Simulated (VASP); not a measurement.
Yb, 1 atom in the cell. Symmetry: Fm-3m, No. 225, cubic system. Conventional cell: a = 5.486 Å, b = 5.486 Å, c = 5.486 Å, α = 90.00°, β = 90.00°, γ = 90.00°. Within 5.1 Å of Yb (site symmetry m-3m) lie 12 Yb at 3.88 Å. 

| Quantity | Value |
| --- | --- |
| Program | VASP 6.6.1 |
| Task | relaxation of cell and atoms |
| Functional | r2SCAN |
| Potentials or basis | VASP PAW PBE potentials, release 64 (Yb) |
| Cutoff | 600 eV |
| k mesh | 8 × 8 × 8 |
| Occupations | fermi-dirac, width 0.05 eV |
| Spin | no spin polarisation |
| Dipole correction | no |
| Further INCAR settings | ALGO = Normal; EDIFF = 1e-06; IBRION = 2; EDIFFG = -0.02; NSW = 80; ISIF = 3 |

Potentials or basis: VASP PAW PBE potentials, release 64 (Yb).

Command:

```sh
$ cat potpaw_PBE.64/Yb/POTCAR > POTCAR
$ cp INCAR.step1 INCAR
$ mpirun -np 1 vasp_std > vasp.out
$ cp INCAR.step2 INCAR
$ mpirun -np 1 vasp_std > vasp.out
```

Hardware: 1 thread of Intel(R) Xeon(R) Platinum 8559C (Emerald Rapids) (shared host).

Question: Estimate the wall time of this run.

Answer: Run time: 7.1 min on 1 thread of Intel(R) Xeon(R) Platinum 8559C (Emerald Rapids), with other jobs on the host, peak memory 0.22 GiB. Counts: k points 29, ion steps 4.
